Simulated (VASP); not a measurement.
Input of a VASP 6.6.1 run:

Contents of INCAR:

```
SYSTEM = GaRe12
PREC = Accurate
ENCUT = 520
EDIFF = 1E-6
ISMEAR = 0
SIGMA = 0.15
LREAL = .False.
LASPH = .True.
NELM = 60
ALGO = Normal
ISIF = 2
LWAVE = .False.
LCHARG = .False.
GGA = PE
NBANDS = 60
```

The input KPOINTS:

```
regular mesh
0
Gamma
  4 4 1
  0 0 0
```

Contents of POSCAR:

```
GaRe12
1.0
    5.5200000000      0.0000000000      0.0000000000
    2.7600000000      4.7804600000      0.0000000000
    0.0000000000      0.0000000000     16.4574000000
Re Ga
12 1
Direct
    0.0000000000      0.0000000000      0.0607628787
    0.5000000000      0.0000000000      0.0607628787
    0.0000000000      0.5000000000      0.0607628787
    0.5000000000      0.5000000000      0.0607628787
   -0.1647428345      0.3351338574      0.1917355111
    0.3371150378      0.3318224606      0.1922145661
   -0.1681478204      0.8372162930      0.1922374737
    0.3328527857      0.8330357330      0.1930436156
   -0.0091823383      0.0151824301      0.3259068261
    0.4981184915     -0.0021826351      0.3239760229
    0.0043167087      0.5043872347      0.3262004934
    0.5145247758      0.4909450137      0.3259129024
    0.2168356128      0.7176621078      0.4535879908
```

Potentials or basis: VASP PAW PBE potentials, release 64 (Re, Ga_d).

Run with:

```sh
$ cat potpaw_PBE.64/Re/POTCAR potpaw_PBE.64/Ga_d/POTCAR > POTCAR
$ mpirun -np 1 vasp_std > vasp.out
```

Problem. Estimate the band gap on the k mesh.

Solution. Zero (an odd number of electrons rules out a gap without spin polarisation).

Problem. Predict the largest force.

Solution. 0.175 eV/Å.

Forces on the atoms (eV/Å):
```
Re   0.017  0.107  0.068
Re  -0.088 -0.053  0.077
Re   0.100  0.058 -0.003
Re   0.096 -0.038  0.068
Re  -0.002  0.004 -0.024
Re   0.006  0.000 -0.010
Re   0.003  0.004 -0.012
Re   0.004  0.000 -0.015
Re  -0.016  0.051 -0.039
Re  -0.001  0.002 -0.045
Re  -0.013 -0.008 -0.028
Re   0.045 -0.039 -0.040
Ga  -0.151 -0.089  0.004
```

Caveat: there is no dipole correction, which matters where the two faces differ; spin-orbit coupling is left out, which moves the levels of the heavy elements.
